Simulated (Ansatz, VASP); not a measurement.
One calculation of Sn2F, two programs

```
Sn F
1.0
     4.73741    0.00000    0.00000
    -2.36871    4.10272    0.00000
     0.00000    0.00000    3.29606
Sn F
2 1
Cartesian
  0.0000 2.7351 0.7675
  2.3687 1.3676 2.5285
  0.0000 0.0000 0.0000
```

Alike in both runs: functional PBE; k mesh 12 × 12 × 14; occupations gaussian, width 0.1 eV; no spin polarisation.

Ansatz relaxed the structure, and its values are those at the end. VASP's run is a single point on that final structure, the one shown.

```csv
,VASP,Ansatz
version,VASP 6.6.1,Ansatz 0.2.0
potentials or method,"VASP PAW PBE potentials, release 64 (Sn_d, F), cutoff 520 eV","scalar-relativistic, plane waves, PAW"
valence electrons in the cell,35,35
```

VASP gave:

| Property | Result |
| --- | --- |
| gap on the k mesh at the Fermi level (eV) | none |
| pressure (GPa) | -0.2 |

Q: Estimate Ansatz's values.

A: gap on the k mesh at the Fermi level (eV): none; pressure (GPa): 0.0.

A gap of «none» marks a metal or a gap that the smearing closes.
